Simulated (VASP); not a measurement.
# TaN (P6/mmm) in VASP: notebook, part 2 of 2

VASP 6.6.1. Earlier steps stand in the parts before.

**4. Electric field gradients, PBE (11.06 Å³/atom)**

This run uses another cell than the first one, of 11.06 Å³/atom.

Contents of INCAR:

```
SYSTEM = TaN
ALGO = Normal ; EDIFF = 1E-8
ENCUT = 520 ; GGA = PE
ISIF = 2 ; ISMEAR = -1
LASPH = .True. ; LCHARG = .False.
LEFG = .True. ; LREAL = .False.
LWAVE = .False. ; NBANDS = 33
NELM = 100 ; PREC = Accurate
SIGMA = 0.03
```

Contents of KPOINTS:

```
k-points
0
Gamma
  5 5 8
  0 0 0
```

Contents of POSCAR:

```
TaN
1.0
    5.1501995545      0.0000000000      0.0000000000
   -2.5750997773      4.4602036488      0.0000000000
    0.0000000000      0.0000000000      2.8884826334
Ta N
3 3
Direct
    0.0000000000      0.0000000000      0.0000000000
    0.3333333333      0.6666666667      0.5000000000
    0.6666666667      0.3333333333      0.5000000000
    0.5000000000      0.0000000000      0.0000000000
    0.5000000000      0.5000000000      0.0000000000
    0.0000000000      0.5000000000      0.0000000000
```

Potentials or basis: VASP PAW PBE potentials, release 64 (Ta_pv, N).

Command:

```console
$ cat potpaw_PBE.64/Ta_pv/POTCAR potpaw_PBE.64/N/POTCAR > POTCAR
$ mpirun -np 1 vasp_std > vasp.out
```

OUTCAR:

```text
SYSTEM = TaN
   EDIFF = 1E-8
   ENCUT = 520
   GGA = PE
   ISIF = 2
   ISMEAR = -1
   LASPH = .True.
   LREAL = .False.
   NELM = 100
   PREC = Accurate

 ion  position               nearest neighbor table
   1  0.000  0.000  0.000-   4 2.58   4 2.58   5 2.58   5 2.58   6 2.58   6 2.58   3 3.31   3 3.31
                             2 3.31   2 3.31   2 3.31   3 3.31   2 3.31   3 3.31   2 3.31   3 3.31
   2  0.333  0.667  0.500-   6 2.07   6 2.07   4 2.07   4 2.07   5 2.07   5 2.07   3 2.97   3 2.97
                             3 2.97   1 3.31   1 3.31   1 3.31   1 3.31   1 3.31   1 3.31
   3  0.667  0.333  0.500-   6 2.07   6 2.07   4 2.07   4 2.07   5 2.07   5 2.07   2 2.97   2 2.97
                             2 2.97   1 3.31   1 3.31   1 3.31   1 3.31   1 3.31   1 3.31
   4  0.500  0.000  0.000-   2 2.07   3 2.07   2 2.07   3 2.07   1 2.58   1 2.58
   5  0.500  0.500  0.000-   2 2.07   3 2.07   2 2.07   3 2.07   1 2.58   1 2.58
   6  0.000  0.500  0.000-   2 2.07   3 2.07   2 2.07   3 2.07   1 2.58   1 2.58

  LATTYP: Found a hexagonal cell.
 ALAT       =     5.1501995545
 C/A-ratio  =     0.5608486822

  Lattice vectors:

 A1 = (   5.1501995545,   0.0000000000,   0.0000000000)
 A2 = (  -2.5750997773,   4.4602036488,   0.0000000000)
 A3 = (   0.0000000000,   0.0000000000,   2.8884826334)

Analysis of symmetry for initial positions (statically):
=====================================================================
 Subroutine PRICEL returns:
 Original cell was already a primitive cell.

 Routine SETGRP: Setting up the symmetry group for a
 hexagonal supercell.

 Subroutine GETGRP returns: Found 24 space group operations
 (whereof 24 operations were pure point group operations)
 out of a pool of 24 trial point group operations.

The static configuration has the point symmetry D_6h.

Analysis of symmetry for dynamics (positions and initial velocities):
=====================================================================
 Subroutine PRICEL returns:
 Original cell was already a primitive cell.
[... 1047 lines left out ...]
 -----------------------------------------------------------------------------
  energy-cutoff  :      520.00
  volume of cell :       66.35
      direct lattice vectors                 reciprocal lattice vectors
     5.150199555  0.000000000  0.000000000     0.194167234  0.112102505  0.000000000
    -2.575099777  4.460203649  0.000000000     0.000000000  0.224205009  0.000000000
     0.000000000  0.000000000  2.888482633     0.000000000  0.000000000  0.346202532

 POSITION                                       TOTAL-FORCE (eV/Angst)
 -----------------------------------------------------------------------------------
      0.00000      0.00000      0.00000        -0.000000      0.000000      0.000000
     -0.00000      2.97347      1.44424        -0.000000      0.000000      0.000000
      2.57510      1.48673      1.44424         0.000000     -0.000000      0.000000
      2.57510      0.00000      0.00000        -0.000000      0.000000      0.000000
      1.28755      2.23010      0.00000        -0.000000      0.000000      0.000000
     -1.28755      2.23010      0.00000        -0.000000      0.000000      0.000000
 -----------------------------------------------------------------------------------
    total drift:                               -0.000000      0.000000     -0.000000

  FREE ENERGIE OF THE ION-ELECTRON SYSTEM (eV)
  ---------------------------------------------------
  free  energy   TOTEN  =       -64.5971944878 eV

  energy  without entropy=      -64.5940263329  energy(sigma->0) =      -64.59561041

 Electric field gradients (V/A^2)
---------------------------------------------------------------------
 ion       V_xx      V_yy      V_zz      V_xy      V_xz      V_yz
---------------------------------------------------------------------
   1     172.646   172.645  -345.291    -0.000     0.000     0.000
   2     189.301   189.302  -378.603     0.000     0.000    -0.000
   3     189.301   189.302  -378.603     0.000     0.000    -0.000
   4      33.560   -28.949    -4.611    -0.000     0.000     0.000
   5     -13.322    17.934    -4.612    27.068     0.000    -0.000
   6     -13.322    17.932    -4.611   -27.067    -0.000    -0.000
---------------------------------------------------------------------

 Electric field gradients after diagonalization (V/A^2)
 (convention: |V_zz| > |V_xx| > |V_yy|)
----------------------------------------------------------------------
 ion       V_xx      V_yy      V_zz     asymmetry (V_yy - V_xx)/ V_zz
----------------------------------------------------------------------
   1     172.646   172.645  -345.291       0.000
   2     189.302   189.301  -378.603       0.000
   3     189.302   189.301  -378.603       0.000
   4     -28.949    -4.611    33.560       0.725
   5     -28.950    -4.612    33.562       0.725
   6     -28.949    -4.611    33.560       0.725
----------------------------------------------------------------------

           NMR quadrupolar parameters

 Cq : quadrupolar parameter    Cq=e*Q*V_zz/h
 eta: asymmetry parameters     (V_yy - V_xx)/ V_zz
 Q  : nuclear electric quadrupole moment in mb (millibarn)
----------------------------------------------------------------------
 ion       Cq(MHz)       eta       Q (mb)
----------------------------------------------------------------------
   1      -0.835       0.000       1.000
   2      -0.915       0.000       1.000
   3      -0.915       0.000       1.000
   4       0.081       0.725       1.000
   5       0.081       0.725       1.000
   6       0.081       0.725       1.000
----------------------------------------------------------------------
```

Wall time 71 s (1 thread of Intel Xeon Platinum 8488C (Sapphire Rapids), shared host); peak memory 0.2 GiB.

Results:

* Free energy: -64.5972 eV
* Pressure: 18.5 GPa
* Band gap on the k mesh: zero (bands 24 and 25 overlap by 2.20 eV)
* Largest electric field gradient by atom: Ta -345.3, -378.6 (each value once); N +33.6 V/Å²

Stress tensor (GPa, compression positive):
```
17.24  0.00  0.00
 0.00 17.24  0.00
 0.00  0.00 21.16
```

Electric field gradients, principal values (V/Å²):
```tsv
atom	least	middle	greatest (by size)
1 Ta	172.645	172.646	-345.291
2 Ta	189.301	189.302	-378.603
3 Ta	189.301	189.302	-378.603
4 N	-4.611	-28.949	33.560
5 N	-4.612	-28.950	33.562
6 N	-4.611	-28.949	33.560
```

Caveat: the cell stands under pressure; without QUAD_EFG the Cq values of the log hold for a quadrupole moment of 1 mb, not for the nuclei; spin-orbit coupling is left out, which moves the levels of the heavy elements.
